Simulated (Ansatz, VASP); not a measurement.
## Si: VASP beside Ansatz

POSCAR

```
Si
1.0
    2.4440000000      0.0000000000      0.0000000000
   -1.2220000000      2.1165660000      0.0000000000
    0.0000000000      0.0000000000      4.1520000000
Si
2
Direct
    0.3128750682      0.6666666667      0.2500000000
    0.6666666667      0.3333333333      0.7500000000
```

File INCAR.step1:

```
  PREC = Accurate
  ENCUT = 520
  ISMEAR = -1
  SIGMA = 0.05
  LREAL = F
  LASPH = T
  NELM = 80
  NBANDS = 11
  GGA = PE
  ALGO = Normal
  EDIFF = 1E-4
  LWAVE = T
  LCHARG = F
```

File INCAR.step2:

```
  PREC = Accurate
  ENCUT = 520
  EDIFF = 1E-6
  ISMEAR = -1
  SIGMA = 0.05
  LREAL = F
  LASPH = T
  NELM = 80
  ALGO = Normal
  ISIF = 2
  LWAVE = F
  LCHARG = T
  METAGGA = R2SCAN
  LMIXTAU = T
  LELF = T
  LVHAR = T
  NBANDS = 11
  ISTART = 1
```

The input KPOINTS:

```
Automatic mesh
0
Gamma
  15 15 8
```

Input for Ansatz:

```yaml
crystal:
  lattice:
    - [2.444, 0.0, 0.0]
    - [-1.222, 2.116566, 0.0]
    - [0.0, 0.0, 4.152]
  atoms:
    - { symbol: Si, position: [0.3128750681942171, 0.6666666666666666, 0.25] }
    - { symbol: Si, position: [0.6666666666666666, 0.3333333333333333, 0.75] }
kpoints:
  mp_grid:
    grid: [15, 15, 8]
    shift: [0.0, 0.0, 0.0]
hamiltonian:
  xc: r2scan
scf:
  occupations:
    method: fermi_dirac
    width: 0.05
output:
  forces: true
```

Alike in both runs: task single point; functional r2SCAN; k mesh 15 × 15 × 8; occupations fermi-dirac, width 0.05 eV; no spin polarisation.

```csv
,VASP,Ansatz
version,VASP 6.6.1,Ansatz 0.2.0
potentials or method,"VASP PAW PBE potentials, release 64 (Si)","plane waves, PAW"
plane-wave cutoff (eV),520,500
valence electrons in the cell,8,8
```

Ansatz gave:

| Item | Value |
| --- | --- |
| rms of the force components (eV/Å) | 0.034 |

Q: Which values does VASP return?

A: rms of the force components (eV/Å): 0.033.

VASP's potentials were made for PBE, not for r2SCAN. Atom by atom the forces differ by 0.001 eV/Å (rms over components).
